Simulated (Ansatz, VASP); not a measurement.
## CaS in VASP and in Ansatz

File INCAR:

```
SYSTEM = CaS
ALGO = Normal
EDIFF = 1E-6
ENCUT = 500
GGA = PE
GGA_COMPAT = .FALSE.
ISIF = 2
ISMEAR = 0
LASPH = .TRUE.
LCHARG = .FALSE.
LREAL = .FALSE.
LWAVE = .FALSE.
NBANDS = 15
NELM = 120
PREC = Accurate
SIGMA = 0.01
```

Contents of KPOINTS:

```
k-points
0
G
  6 6 6
  0 0 0
```

POSCAR

```
CaS
1.0
    0.0000000000      2.8479451014      2.8479451014
    2.8479451014      0.0000000000      2.8479451014
    2.8479451014      2.8479451014      0.0000000000
Ca S
1 1
Direct
    0.0000000000      0.0000000000      0.0000000000
    0.5000000000      0.5000000000      0.5000000000
```

Input for Ansatz:

```yaml
crystal:
  lattice:
    - [0.0, 2.8479451014, 2.8479451014]
    - [2.8479451014, 0.0, 2.8479451014]
    - [2.8479451014, 2.8479451014, 0.0]
  atoms:
    - { symbol: Ca, position: [0.0, 0.0, 0.0] }
    - { symbol: S, position: [0.5, 0.5, 0.5] }
kpoints:
  mp_grid: { grid: [6, 6, 6] }
hamiltonian:
  xc: pbe
scf:
  occupations: { method: fixed }
output:
  optics:
    e_range: [0, 15]
    de: 0.05
    sigma: 0.1
    bands: { spectra_wanted_up_to: 15 }
  write_density: true
  write_potential: true
  elf: true
  volumetric_format: npy
```

Alike in both runs: task single point; functional PBE; k mesh 6 × 6 × 6; no spin polarisation.

|  | VASP | Ansatz |
| --- | --- | --- |
| version | VASP 6.6.1 | Ansatz 0.2.0 |
| potentials or method | VASP PAW PBE potentials, release 64 (Ca_sv, S) | plane waves, PAW |
| plane-wave cutoff (eV) | 500 | 420 |
| occupations | gaussian, width 0.01 eV | fixed |
| valence electrons in the cell | 16 | 16 |

|  | VASP | Ansatz | Ansatz less VASP |
| --- | --- | --- | --- |
| gap on the k mesh at the Fermi level (eV) | 2.36 | 2.36 | +0.005 |
